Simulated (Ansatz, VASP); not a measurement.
# Two plane-wave programs on AlN

File POSCAR:

```
AlN
1.0
    3.1066653383      0.0000000000      0.0000000000
   -1.5533326691      2.6904511040      0.0000000000
    0.0000000000      0.0000000000      4.9784048385
Al N
2 2
Direct
    0.3333333333      0.6666666667      0.0016929024
    0.6666666667      0.3333333333      0.5016929024
    0.3333333333      0.6666666667      0.3833070976
    0.6666666667      0.3333333333      0.8833070976
```

INCAR.step1

```
PREC = Accurate ; ENCUT = 520
ISMEAR = 0 ; SIGMA = 0.05
LREAL = False ; LASPH = True
NELM = 100 ; NBANDS = 16
GGA = PE ; ALGO = Normal
EDIFF = 1E-4 ; LWAVE = True
LCHARG = False
```

INCAR.step2

```
PREC = Accurate ; ENCUT = 520
EDIFF = 1E-6 ; ISMEAR = 0
SIGMA = 0.05 ; LREAL = False
LASPH = True ; NELM = 100
ALGO = Normal ; ISIF = 2
LWAVE = False ; LCHARG = False
METAGGA = R2SCAN ; LMIXTAU = True
NBANDS = 16 ; ISTART = 1
```

KPOINTS

```
Automatic mesh
0
Gamma
  12 12 4
```

Input for Ansatz:

```yaml
crystal:
  lattice:
    - [3.1066653383, 0.0, 0.0]
    - [-1.5533326691, 2.690451104, 0.0]
    - [0.0, 0.0, 4.9784048385]
  atoms:
    - { symbol: Al, position: [0.3333333333, 0.6666666667, 0.0016929024] }
    - { symbol: Al, position: [0.6666666667, 0.3333333333, 0.5016929024] }
    - { symbol: "N", position: [0.3333333333, 0.6666666667, 0.3833070976] }
    - { symbol: "N", position: [0.6666666667, 0.3333333333, 0.8833070976] }
basis:
  ecutwfc: 500
kpoints:
  mp_grid: { grid: [12, 12, 4] }
hamiltonian:
  xc: r2scan
scf:
  occupations: { method: gaussian, width: 0.05 }
output:
  forces: true
  stress: true
  eigenvalues: true
  write_density: true
  write_potential: true
  elf: true
  volumetric_format: npy
```

Alike in both runs: task single point; functional r2SCAN; k mesh 12 × 12 × 4; occupations gaussian, width 0.05 eV; no spin polarisation.

|  | VASP | Ansatz |
| --- | --- | --- |
| version | VASP 6.6.1 | Ansatz 0.2.0 |
| potentials or method | VASP PAW PBE potentials, release 64 (Al, N), cutoff 520 eV | scalar-relativistic, plane waves, PAW |
| valence electrons in the cell | 16 | 16 |

Ansatz gave:

| Property | Result |
| --- | --- |
| gap on the k mesh at the Fermi level (eV) | 4.88 |
| least direct gap on the mesh (eV) | 4.88 |
| pressure (GPa) | 0.0 |

Q: Estimate VASP's values.

A: gap on the k mesh at the Fermi level (eV): 4.92; least direct gap on the mesh (eV): 4.92; pressure (GPa): -0.4.

VASP's potentials were made for PBE, not for r2SCAN.
